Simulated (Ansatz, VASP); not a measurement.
KI in VASP and in Ansatz

The input INCAR:

```
ALGO = Normal
EDIFF = 1E-8
ENCUT = 520
GGA = PE
ISIF = 2
ISMEAR = -1
LASPH = T
LCHARG = F
LEFG = T
LREAL = F
LWAVE = F
NBANDS = 15
NELM = 60
PREC = Accurate
SIGMA = 0.03
```

Contents of KPOINTS:

```
k-points
0
Gamma
  9 9 9
```

POSCAR

```
KI
1.0
    0.0000000000      3.9609926654      3.9609926654
    3.9609926654      0.0000000000      3.9609926654
    3.9609926654      3.9609926654      0.0000000000
K I
1 1
Direct
    0.0000000000      0.0000000000      0.0000000000
    0.2500000000      0.2500000000      0.2500000000
```

Input for Ansatz:

```yaml
crystal:
  lattice:
    - [0.0, 3.9609926654, 3.9609926654]
    - [3.9609926654, 0.0, 3.9609926654]
    - [3.9609926654, 3.9609926654, 0.0]
  atoms:
    - { symbol: K, position: [0.0, 0.0, 0.0] }
    - { symbol: I, position: [0.25, 0.25, 0.25] }
kpoints:
  mp_grid: { grid: [9, 9, 9] }
scf:
  occupations: { method: fermi_dirac, width: 0.03 }
hamiltonian:
  xc: pbe
  pseudopotentials: { kind: paw }
output:
  forces: true
  stress: true
  eigenvalues: true
  efg: { contact_densities: true }
  write_density: true
  write_potential: true
  elf: true
  volumetric_format: npy
```

Change from the starting cell: volume scaled by 0.975, PAW files.

Alike in both runs: task electric field gradients; functional PBE; k mesh 9 × 9 × 9; occupations fermi-dirac, width 0.03 eV; no spin polarisation.

|  | VASP | Ansatz |
| --- | --- | --- |
| version | VASP 6.6.1 | Ansatz 0.2.0 |
| potentials or method | VASP PAW PBE potentials, release 64 (K_sv, I) | PAW with Ansatz's default frozen-core files, scalar-relativistic |
| plane-wave cutoff (eV) | 520 | 420 |
| valence electrons in the cell | 16 | 26 |

```tsv
	VASP	Ansatz	Ansatz less VASP
gap on the k mesh at the Fermi level (eV)	3.93	3.94	+0.003
pressure (GPa)	0.2	0.2	-0.01
```

VASP's potentials hold 16 valence electrons a cell and Ansatz's 26, so a difference there can come from the potentials and not from the codes. Ansatz's warnings: xc potential rough in thin density.

Spin-orbit coupling is off throughout.
